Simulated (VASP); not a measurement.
A run of VASP 6.6.1 is set up as follows.

The input POSCAR:

```
RbCl
1.0
    0.0000000000      3.3491260046      3.3491260046
    3.3491260046      0.0000000000      3.3491260046
    3.3491260046      3.3491260046      0.0000000000
Rb Cl
1 1
Direct
    0.0000000000      0.0000000000      0.0000000000
    0.5000000000      0.5000000000      0.5000000000
```

INCAR.step1

```
ALGO = Normal
EDIFF = 1E-5
EDIFFG = -0.005
ENCUT = 550
GGA = PE
GGA_COMPAT = False
IBRION = 2
ISIF = 3
ISMEAR = -1
LASPH = True
LCHARG = False
LREAL = False
LWAVE = True
NELM = 120
NELMIN = 4
NSW = 100
PREC = Accurate
SIGMA = 0.02
```

Contents of INCAR.step2:

```
ALGO = Normal
EDIFF = 1E-7
EDIFFG = -0.005
ENCUT = 550
GGA_COMPAT = False
IBRION = 2
ISIF = 3
ISMEAR = -1
ISTART = 1
LASPH = True
LCHARG = False
LMIXTAU = True
LREAL = False
LWAVE = False
METAGGA = R2SCAN
NELM = 120
NELMIN = 4
NSW = 80
PREC = Accurate
SIGMA = 0.02
```

KPOINTS

```
k-points
0
Gamma
  6 6 6
```

Potentials or basis: VASP PAW PBE potentials, release 64 (Rb_sv, Cl).

Command:

```sh
$ cat potpaw_PBE.64/Rb_sv/POTCAR potpaw_PBE.64/Cl/POTCAR > POTCAR
$ cp INCAR.step1 INCAR
$ mpirun -np 1 vasp_std > vasp.out
$ cp INCAR.step2 INCAR
$ mpirun -np 1 vasp_std > vasp.out
```

Problem. Predict the space group after relaxing (to 0.05 Å).

Solution. Fm-3m (No. 225).

Problem. Estimate the relaxed cell.

Solution. a = 4.679 Å, b = 4.679 Å, c = 4.679 Å, α = 60.00°, β = 60.00°, γ = 60.00°.

Problem. Predict the band gap on the k mesh.

Solution. 5.55 eV, direct.

Problem. What does it give for the relaxed volume?

Solution. 36.21 Å³/atom.

Final structure:
```
Rb Cl
1.0
     0.00000    3.30821    3.30821
     3.30821    0.00000    3.30821
     3.30821    3.30821    0.00000
Rb Cl
1 1
Direct
  0.00000 0.00000 0.00000
  0.50000 0.50000 0.50000
```

Caveat: the PAW data sets were made with another functional, which shifts forces and pressure a little. r2SCAN opens gaps a little over a GGA but as a rule still falls short of measured ones.
